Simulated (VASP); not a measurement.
# C (Fd-3m) in VASP: notebook

C is run at these levels: PBE; tasks: single point.

All numbers are computed with VASP 6.6.1; they aren't measurements. Logs are shortened: lines on timing, memory, paths and dates and some standing lists are left out, and cuts for length are marked.

### 1 The cell of the first run

Symmetry: Fd-3m, No. 227, cubic system. The conventional cell has a = 3.614 Å, b = 3.614 Å, c = 3.614 Å, α = 90.00°, β = 90.00°, γ = 90.00°. C (site symmetry -43m) has 4 C at 1.56 Å within 2.1 Å.

### 2 Single point, PBE

INCAR reads:

```
SYSTEM = C
PREC = Accurate
ENCUT = 600
EDIFF = 1E-6
ISMEAR = 0
SIGMA = 0.01
LREAL = .FALSE.
LASPH = .TRUE.
NELM = 120
ALGO = Normal
ISIF = 2
LWAVE = .FALSE.
LCHARG = .FALSE.
GGA = PE
NBANDS = 11
GGA_COMPAT = .FALSE.
```

KPOINTS reads:

```
regular mesh
0
G
  4 4 4
  0 0 0
```

POSCAR reads:

```
C
1.0
    0.0000000000      1.8069697967      1.8069697967
    1.8069697967      0.0000000000      1.8069697967
    1.8069697967      1.8069697967      0.0000000000
C
2
Direct
    0.0000000000      0.0000000000      0.0000000000
    0.2500000000      0.2500000000      0.2500000000
```

Potentials or basis: VASP PAW PBE potentials, release 64 (C).

Command:

```sh
cat potpaw_PBE.64/C/POTCAR > POTCAR
mpirun -np 1 vasp_std > vasp.out
```

OUTCAR:

```text
SYSTEM = C
   PREC = Accurate
   ENCUT = 600
   EDIFF = 1E-6
   ISMEAR = 0
   LREAL = .FALSE.
   LASPH = .TRUE.
   NELM = 120
   ISIF = 2
   GGA = PE

 ion  position               nearest neighbor table
   1  0.000  0.000  0.000-   2 1.56   2 1.56   2 1.56   2 1.56
   2  0.250  0.250  0.250-   1 1.56   1 1.56   1 1.56   1 1.56

  LATTYP: Found a face centered cubic cell.
 ALAT       =     3.6139395934

  Lattice vectors:

 A1 = (   0.0000000000,   1.8069697967,   1.8069697967)
 A2 = (   1.8069697967,   0.0000000000,   1.8069697967)
 A3 = (   1.8069697967,   1.8069697967,   0.0000000000)

Analysis of symmetry for initial positions (statically):
=====================================================================
 Subroutine PRICEL returns:
 Original cell was already a primitive cell.

 Routine SETGRP: Setting up the symmetry group for a
 face centered cubic supercell.

 Subroutine GETGRP returns: Found 48 space group operations
 (whereof 24 operations were pure point group operations)
 out of a pool of 48 trial point group operations.

The static configuration has the point symmetry T_d .
 The point group associated with its full space group is O_h .

Analysis of symmetry for dynamics (positions and initial velocities):
=====================================================================
 Subroutine PRICEL returns:
 Original cell was already a primitive cell.

 Routine SETGRP: Setting up the symmetry group for a
 face centered cubic supercell.

 Subroutine GETGRP returns: Found 48 space group operations
 (whereof 24 operations were pure point group operations)
 out of a pool of 48 trial point group operations.

The dynamic configuration has the point symmetry T_d .
 The point group associated with its full space group is O_h .

 Subroutine INISYM returns: Found 48 space group operations
 (whereof 24 operations are pure point group operations),
 and found     1 'primitive' translations

----------------------------------------------------------------------------------------

                                     Primitive cell

  volume of cell :      11.8000

  direct lattice vectors                    reciprocal lattice vectors
     0.000000000  1.806969797  1.806969797    -0.276706341  0.276706341  0.276706341
     1.806969797  0.000000000  1.806969797     0.276706341 -0.276706341  0.276706341
     1.806969797  1.806969797  0.000000000     0.276706341  0.276706341 -0.276706341

  length of vectors
     2.555441193  2.555441193  2.555441193     0.479269441  0.479269441  0.479269441

  position of ions in fractional coordinates (direct lattice)
     0.000000000  0.000000000  0.000000000
     0.250000000  0.250000000  0.250000000

  ion indices of the primitive-cell ions
   primitive index   ion index
                 1           1
                 2           2

----------------------------------------------------------------------------------------

 KPOINTS: regular mesh

Automatic generation of k-mesh.
 Grid dimensions read from file:
 generate k-points for:    4    4    4

 Generating k-lattice:

  Cartesian coordinates                     Fractional coordinates (reciprocal lattice)
    -0.069176585  0.069176585  0.069176585     0.250000000  0.000000000  0.000000000
     0.069176585 -0.069176585  0.069176585     0.000000000  0.250000000  0.000000000
     0.069176585  0.069176585 -0.069176585     0.000000000  0.000000000  0.250000000

  Length of vectors
     0.119817360  0.119817360  0.119817360

  Shift w.r.t. Gamma in fractional coordinates (k-lattice)
     0.000000000  0.000000000  0.000000000

 Subroutine IBZKPT returns following result:
 ===========================================

 Found      8 irreducible k-points:

 Following reciprocal coordinates:
            Coordinates               Weight
  0.000000  0.000000  0.000000      1.000000
  0.250000  0.000000  0.000000      8.000000
  0.500000  0.000000  0.000000      4.000000
  0.250000  0.250000  0.000000      6.000000
  0.500000  0.250000  0.000000     24.000000
 -0.250000  0.250000  0.000000     12.000000
  0.500000  0.500000  0.000000      3.000000
 -0.250000  0.500000  0.250000      6.000000
   k-points           NKPTS =      8   k-points in BZ     NKDIM =      8   number of bands    NBANDS=     11
   number of dos      NEDOS =    301   number of ions     NIONS =      2
   total plane-waves  NPLWV =   8000
   dimension x,y,z NGX =    20 NGY =   20 NGZ =   20
   dimension x,y,z NGXF=    40 NGYF=   40 NGZF=   40
   ions per type =               2
   NGX,Y,Z   is equivalent  to a cutoff of  13.01, 13.01, 13.01 a.u.
   NGXF,Y,Z  is equivalent  to a cutoff of  26.02, 26.02, 26.02 a.u.
 SYSTEM =  C
   PREC   = accura    normal or accurate (medium, high low for compatibility)
   ISTART =      0    job   : 0-new  1-cont  2-samecut
   ICHARG =      2    charge: 1-file 2-atom 10-const
   ISPIN  =      1    spin polarized calculation?
   LNONCOLLINEAR =      F non collinear calculations
   LSORBIT =      F    spin-orbit coupling
   LASPH  =      T    aspherical Exc in radial PAW
   ENCUT  =  600.0 eV  44.10 Ry    6.64 a.u.   5.10  5.10  5.10*2*pi/ulx,y,z
   NELM   =    120;   NELMIN=  2; NELMDL= -5     # of ELM steps
   EDIFF  = 0.1E-05   stopping-criterion for ELM
   LREAL  =      F    real-space projection
[... 7 lines left out ...]
   TEBEG  =    0.0;   TEEND  =   0.0 temperature during run
   PSTRESS=    0.0 pullay stress
   NELECT =       8.0000    total number of electrons
   NUPDOWN=      -1.0000    fix difference up-down
   EMIN   =  10.00;   EMAX   =-10.00  energy-range for DOS
   EFERMI =   0.00;   METHOD = LEGACY
   ISMEAR =     0;   SIGMA  =   0.01  broadening in eV -4-tet -1-fermi 0-gaus
   EFERMI_NEDOS =   21; number of points for ismear=-14 and -15
   IALGO  =     38    algorithm
   IMIX   =      4    mixing-type and parameters
     AMIX     =   0.40;   BMIX     =  1.00
     AMIX_MAG =   1.60;   BMIX_MAG =  1.00
  volume/ion in A,a.u.               =       5.90        39.82
  Fermi-wavevector in a.u.,A,eV,Ry     =   1.438171  2.717750 28.141427  2.068337
  Thomas-Fermi vector in A             =   2.557168
   LORBIT       =      0    0 simple, 1 ext, 2 COOP (PROOUT), +10 PAW based schemes
   GGA     = PE    functional components
   LHFCALC =     F    Hartree Fock is set to
   AEXX    =    0.0000 exact exchange contribution
   IVDW    =     0    specifies the selected vdW correction
   LEPSILON=     F    determine dielectric tensor
   LRPA    =     F    only Hartree local field effects (RPA)
 non-spin polarized calculation
 Gauss-broadening in eV      SIGMA  =   0.01
  energy-cutoff  :      600.00
  volume of cell :       11.80
 maximum number of plane-waves:       411
   NGX = 11   NGY = 11   NGZ = 11

 number of electron       8.0000001 magnetization

 Free energy of the ion-electron system (eV)
  ---------------------------------------------------
  ext. energy  EPLUGINS =         0.00000000
  ---------------------------------------------------
  free energy    TOTEN  =       -18.04300610 eV

  energy without entropy =      -18.04300610  energy(sigma->0) =      -18.04300610

 E-fermi :   9.2537     XC(G=0): -13.0398

 val. band max:        9.1982851968   @ k =   0.0000   0.0000   0.0000
 cond. band min:      13.5347108287   @ k =   0.2500   0.2500   0.0000
 fundamental gap:      4.3364256318
 Fermi energy:         9.2537100684

 k-point     1 :       0.0000    0.0000    0.0000
  band No.  band energies     occupation
      1     -11.7675      2.00000
      2       9.1983      2.00000
      3       9.1983      2.00000
      4       9.1983      2.00000
      5      14.6725      0.00000
      6      14.6725      0.00000
      7      14.6725      0.00000
      8      21.6379      0.00000
      9      27.9867      0.00000
     10      35.2825      0.00000
     11      35.2825      0.00000

 k-point     2 :       0.2500    0.0000    0.0000
  band No.  band energies     occupation
      1     -10.0991      2.00000
      2       2.7842      2.00000
      3       7.5177      2.00000
      4       7.5177      2.00000
      5      16.7967      0.00000
      6      16.7967      0.00000
      7      16.9725      0.00000
      8      23.1900      0.00000
      9      29.3902      0.00000
     10      31.2560      0.00000
     11      31.2560      0.00000

 k-point     3 :       0.5000    0.0000    0.0000
  band No.  band energies     occupation
      1      -6.2116      2.00000
      2      -3.7571      2.00000
      3       6.4964      2.00000
      4       6.4964      2.00000
      5      17.4819      0.00000
      6      17.4819      0.00000
      7      17.5138      0.00000
      8      24.5201      0.00000
      9      30.5263      0.00000
     10      32.6453      0.00000
     11      34.5737      0.00000

 k-point     4 :       0.2500    0.2500    0.0000
  band No.  band energies     occupation
      1      -9.5444      2.00000
      2       4.7243      2.00000
      3       5.2337      2.00000
      4       5.2337      2.00000
      5      13.5347      0.00000
      6      19.1551      0.00000
      7      20.4297      0.00000
      8      20.4297      0.00000
      9      28.6160      0.00000
     10      30.8249      0.00000
     11      38.1307      0.00000

 k-point     5 :       0.5000    0.2500    0.0000
  band No.  band energies     occupation
      1      -5.9271      2.00000
      2      -1.3169      2.00000
      3       2.6579      2.00000
      4       4.5012      2.00000
      5      15.1412      0.00000
      6      20.3094      0.00000
      7      21.6284      0.00000
      8      22.0181      0.00000
      9      28.9680      0.00000
     10      32.0695      0.00000
     11      36.1725      0.00000

 k-point     6 :      -0.2500    0.2500    0.0000
  band No.  band energies     occupation
      1      -7.4287      2.00000
      2       0.6844      2.00000
      3       1.8522      2.00000
      4       6.2962      2.00000
      5      16.9110      0.00000
      6      18.9286      0.00000
      7      21.1373      0.00000
      8      22.5377      0.00000
      9      28.3983      0.00000
     10      29.6641      0.00000
     11      33.2233      0.00000

 k-point     7 :       0.5000    0.5000    0.0000
  band No.  band energies     occupation
      1      -3.2999      2.00000
      2      -3.2999      2.00000
      3       3.1293      2.00000
      4       3.1293      2.00000
      5      13.8607      0.00000
      6      13.8607      0.00000
      7      25.4146      0.00000
      8      25.4146      0.00000
      9      31.7046      0.00000
     10      31.7046      0.00000
     11      40.8952      0.00000

 k-point     8 :      -0.2500    0.5000    0.2500
  band No.  band energies     occupation
      1      -2.5694      2.00000
      2      -2.5694      2.00000
      3       1.2009      2.00000
      4       1.2009      2.00000
      5      19.6320      0.00000
      6      19.6320      0.00000
      7      21.0090      0.00000
      8      21.0090      0.00000
      9      29.9184      0.00000
     10      29.9184      0.00000
     11      38.9590      0.00000

------------------------ aborting loop because EDIFF is reached ----------------------------------------

  FORCE on cell =-STRESS in cart. coord.  units (eV):
  Direction    XX          YY          ZZ          XY          YZ          ZX
  --------------------------------------------------------------------------------------
  -------------------------------------------------------------------------------------
  Total       -0.9868108     -0.9868108     -0.9868108     -0.0000000      0.0000000      0.0000000
  in kB     -133.9867324   -133.9867324   -133.9867324     -0.0000000      0.0000000      0.0000000
  external PRESSURE =    -133.9867324 kB  Pullay stress =       0.0000000 kB

 VOLUME and BASIS-vectors are now :
 -----------------------------------------------------------------------------
  energy-cutoff  :      600.00
  volume of cell :       11.80
      direct lattice vectors                 reciprocal lattice vectors
     0.000000000  1.806969797  1.806969797    -0.276706341  0.276706341  0.276706341
     1.806969797  0.000000000  1.806969797     0.276706341 -0.276706341  0.276706341
     1.806969797  1.806969797  0.000000000     0.276706341  0.276706341 -0.276706341

 POSITION                                       TOTAL-FORCE (eV/Angst)
 -----------------------------------------------------------------------------------
      0.00000      0.00000      0.00000        -0.000000      0.000000     -0.000000
      0.90348      0.90348      0.90348         0.000000     -0.000000      0.000000
 -----------------------------------------------------------------------------------
    total drift:                                0.000000      0.000000      0.000000

  FREE ENERGIE OF THE ION-ELECTRON SYSTEM (eV)
  ---------------------------------------------------
  free  energy   TOTEN  =       -18.0430060994 eV

  energy  without entropy=      -18.0430060994  energy(sigma->0) =      -18.04300610
```

Run time: 4.1 s. Hardware: 1 thread of Intel Xeon 8259CL, shared host; peak memory 0.11 GiB.

What came out:

```yaml
Free_energy: -18.0430 eV
Pressure: -13.4 GPa
Band_gap_on_the_k_mesh: 4.34 eV, indirect (least direct gap 5.47 eV)
```

Caveat: the k points lie up to 0.75 Å⁻¹ apart.

### 3 Single point, PBE

INCAR reads:

```
PREC     = Accurate       # precision mode
ENCUT    = 600            # plane-wave cutoff, eV
EDIFF    = 1E-6           # SCF threshold, eV
ISMEAR   = 0              # smearing method
SIGMA    = 0.01           # smearing width, eV
LREAL    = False          # projectors in reciprocal space
LASPH    = True           # aspherical terms in the spheres
NELM     = 120            # most SCF steps
ALGO     = Normal         # electronic algorithm
ISIF     = 2              # what is computed and relaxed
LWAVE    = False          # write WAVECAR
LCHARG   = True           # write CHGCAR
GGA      = PE             # functional
LELF     = True           # ELF
LVHAR    = True         
NBANDS   = 11             # bands
GGA_COMPAT= False
```

KPOINTS reads:

```
Automatic mesh
0
Gamma
  4 4 4
```

POSCAR is that of step 2.

Potentials or basis: VASP PAW PBE potentials, release 64 (C).

Command:

```sh
cat potpaw_PBE.64/C/POTCAR > POTCAR
mpirun -np 1 vasp_std > vasp.out
```

Wall time 5 s (1 thread of Intel Xeon 8259CL, shared host); peak memory 0.12 GiB.

The run converged. Its results:

| Property | Result |
| --- | --- |
| Free energy | -18.0430 eV |
| Pressure | -13.4 GPa |
| Band gap on the k mesh | 4.34 eV, indirect (least direct gap 5.47 eV) |

Levels at points of the mesh, in eV from the valence-band top:
| k point | band 2 | band 3 | band 4 | band 5 | band 6 | band 7 |
| --- | --- | --- | --- | --- | --- | --- |
| (0.00, 0.00, 0.00) | 0.00 | 0.00 | 0.00 | 5.47 | 5.47 | 5.47 |
| (0.50, 0.00, 0.00) | -12.96 | -2.70 | -2.70 | 8.28 | 8.28 | 8.32 |
| (0.50, 0.50, 0.00) | -12.50 | -6.07 | -6.07 | 4.66 | 4.66 | 16.22 |

Caveat: the k points lie up to 0.75 Å⁻¹ apart. A k mesh can miss the band edges.

### 4 Single point, PBE

This run uses another cell than the first one, of 6.13 Å³/atom, 1.038 times its volume.

INCAR reads:

```
  PREC = Accurate
  ENCUT = 600
  EDIFF = 1E-6
  ISMEAR = 0
  SIGMA = 0.01
  LREAL = F
  LASPH = T
  NELM = 120
  ALGO = Normal
  ISIF = 2
  LWAVE = F
  LCHARG = F
  GGA = PE
  NBANDS = 11
  GGA_COMPAT = F
```

KPOINTS reads:

```
regular mesh
0
Gamma
  4 4 4
```

POSCAR reads:

```
C
1.0
    0.0000000000      1.8298452605      1.8298452605
    1.8298452605      0.0000000000      1.8298452605
    1.8298452605      1.8298452605      0.0000000000
C
2
Direct
    0.0000000000      0.0000000000      0.0000000000
    0.2500000000      0.2500000000      0.2500000000
```

Command:

```sh
cat potpaw_PBE.64/C/POTCAR > POTCAR
mpirun -np 1 vasp_std > vasp.out
```

Run time: 4.6 s. Hardware: 1 thread of Intel Xeon 8259CL, shared host; peak memory 0.12 GiB.

Results (log left out):

- Free energy: -17.9872 eV
- Pressure: -26.8 GPa
- Band gap on the k mesh: 4.25 eV, indirect (least direct gap 5.37 eV)

Levels at points of the mesh, in eV from the valence-band top:
| k point | band 1 | band 2 | band 3 | band 4 | band 5 | band 6 | band 7 | band 8 | band 9 |
| --- | --- | --- | --- | --- | --- | --- | --- | --- | --- |
| (0.00, 0.00, 0.00) | -20.48 | 0.00 | 0.00 | 0.00 | 5.37 | 5.37 | 5.37 | 11.61 | 18.33 |
| (0.50, 0.00, 0.00) | -15.13 | -12.56 | -2.61 | -2.61 | 7.82 | 8.12 | 8.12 | 14.96 | 20.82 |
| (0.50, 0.50, 0.00) | -12.25 | -12.25 | -5.85 | -5.85 | 4.58 | 4.58 | 15.66 | 15.66 | 21.84 |

Caveat: the k points lie up to 0.74 Å⁻¹ apart. A k mesh can miss the band edges.
